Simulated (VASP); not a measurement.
Runs of VASP 6.6.1 on Ir. The structure is that of space group Fm-3m (No. 225), or close to it. The cells are those of the table. 

| task | level | cell | cutoff (eV) | gap on the mesh (eV) | pressure (GPa) | relaxed volume (Å³/atom) |
| --- | --- | --- | --- | --- | --- | --- |
| single point | PBE+D4 | a = 2.713 Å, angles 60.0°, 1 atom | 520 | none | 0.6 | - |
| single point | PBE | a = 2.736 Å, angles 60.0°, 1 atom | 520 | none | 0.5 | - |
| relaxation of cell and atoms | PBEsol | relaxed from a = 2.709 Å, angles 60.0°, 1 atom | 600 | none | 0.0 | 14.07 |
| single point | PBEsol | a = 2.707 Å, angles 60.0°, 1 atom | 520 | none | 1.0 | - |
| relaxation of cell and atoms | PBE+D4 | relaxed from a = 2.709 Å, angles 60.0°, 1 atom | 600 | none | 0.0 | (b) |
| single point | RPBE | a = 2.747 Å, angles 60.0°, 1 atom | 520 | none | 0.4 | - |
| relaxation of cell and atoms | RPBE | relaxed from a = 2.709 Å, angles 60.0°, 1 atom | 600 | none | -0.1 | (a) |
| relaxation of cell and atoms | PBE | relaxed from a = 2.709 Å, angles 60.0°, 1 atom | 600 | none | -0.1 | 14.51 |

Alike in all rows: potentials or basis VASP PAW PBE potentials, release 64 (Ir); no spin polarisation; k mesh 12 × 12 × 12; smearing methfessel-paxton 0.1 eV.

Estimate the missing entries.

(a) 14.68; (b) 14.14.

Caveats: spin-orbit coupling is left out, which moves the levels of the heavy elements; the PAW data sets were made with another functional, which shifts forces and pressure a little (some runs); pairwise dispersion overbinds metals, which lowers pressure and volume (some runs).

A k mesh can miss the band edges, and the runs leave out spin-orbit coupling on Ir.

A gap of «none» marks levels without a gap at the run's occupations.
